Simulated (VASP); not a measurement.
Wanted: the native input for a VASP 6.6.1 run.

```
Task                   : single point
Functional             : PBE
Potentials or basis    : VASP PAW PBE potentials, release 64 (Si)
Cutoff                 : 520 eV
k mesh                 : 12 × 12 × 6
Occupations            : gaussian, width 0.05 eV
Spin                   : no spin polarisation
Dipole correction      : no
Further INCAR settings : ALGO = Normal; EDIFF = 1e-06; NBANDS = 16
```

The structure of Si lies in POSCAR:

```
Si
1.0
    3.8313174605      0.0000000000      0.0000000000
   -1.9156587303      3.3180182508      0.0000000000
    0.0000000000      0.0000000000      6.3326220002
Si
4
Direct
    0.3785410413      0.7570820825      0.0630095000
    0.6666666667      0.3333333333      0.5630095000
    0.3333333333      0.6666666667      0.4369905000
    0.6666666667      0.3333333333      0.9369905000
```

This cell differs from its parent crystal: atom 1 (Si) moved by (+0.300, +0.000) A along y and z.

The input as run:

INCAR

```
SYSTEM = Si
ALGO = Normal ; EDIFF = 1E-6
ENCUT = 520 ; GGA = PE
ISIF = 2 ; ISMEAR = 0
LASPH = .TRUE. ; LCHARG = .FALSE.
LREAL = .FALSE. ; LWAVE = .FALSE.
NBANDS = 16 ; NELM = 60
PREC = Accurate ; SIGMA = 0.05
```

KPOINTS

```
k-points
0
G
  12 12 6
  0 0 0
```

Potentials or basis: VASP PAW PBE potentials, release 64 (Si).

The run is started by

```sh
$ cat potpaw_PBE.64/Si/POTCAR > POTCAR
$ mpirun -np 1 vasp_std > vasp.out
```

It gave:

```json
{
  "Pressure": "3.5 GPa",
  "Largest force": "5.334 eV/Å",
  "Band gap on the k mesh": "zero (bands 8 and 9 overlap by 0.59 eV)"
}
```

Caveat: the cell differs from its parent crystal (atom 1 (Si) moved by (+0.300, +0.000) A along y and z); the cell stands under pressure; semilocal functionals underestimate gaps, so a narrow gap can read as zero; forces of over 1 eV/Å act on the atoms, so gaps and moduli don't describe the material at rest.

It took 5.9 min on 1 thread of Intel Xeon 8259CL (shared host), peak memory 0.34 GiB.
